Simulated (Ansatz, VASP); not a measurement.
**Cd2S: VASP beside Ansatz**

```
Cd S
1.0
     3.80762    0.00000    0.00000
    -1.90381    3.29750    0.00000
     0.00000    0.00000    5.39048
Cd S
2 1
Direct
  0.66667 0.33333 0.69927
  0.33333 0.66667 0.30073
  0.00000 0.00000 0.00000
```

Alike in both runs: functional PBE; k mesh 6 × 6 × 4; occupations gaussian, width 0.2 eV; no spin polarisation.

Ansatz relaxed the structure, and its values are those at the end. VASP's run is a single point on that final structure, the one shown.

```csv
,VASP,Ansatz
version,VASP 6.6.1,Ansatz 0.2.0
potentials or method,"VASP PAW PBE potentials, release 64 (Cd, S), cutoff 520 eV","scalar-relativistic, plane waves, PAW"
valence electrons in the cell,30,46
```

|  | VASP | Ansatz | Ansatz less VASP |
| --- | --- | --- | --- |
| gap on the k mesh at the Fermi level (eV) | none | none | - |
| pressure (GPa) | 0.4 | 0.1 | -0.30 |
| rms of the force components (eV/Å) | 0.029 | 0.021 | -0.0074 |

A gap of «none» marks a metal or a gap that the smearing closes. The functional is the same, so the differences come from potentials, cutoffs and numerics. VASP's potentials hold 30 valence electrons a cell and Ansatz's 46, so a difference there can come from the potentials and not from the codes.
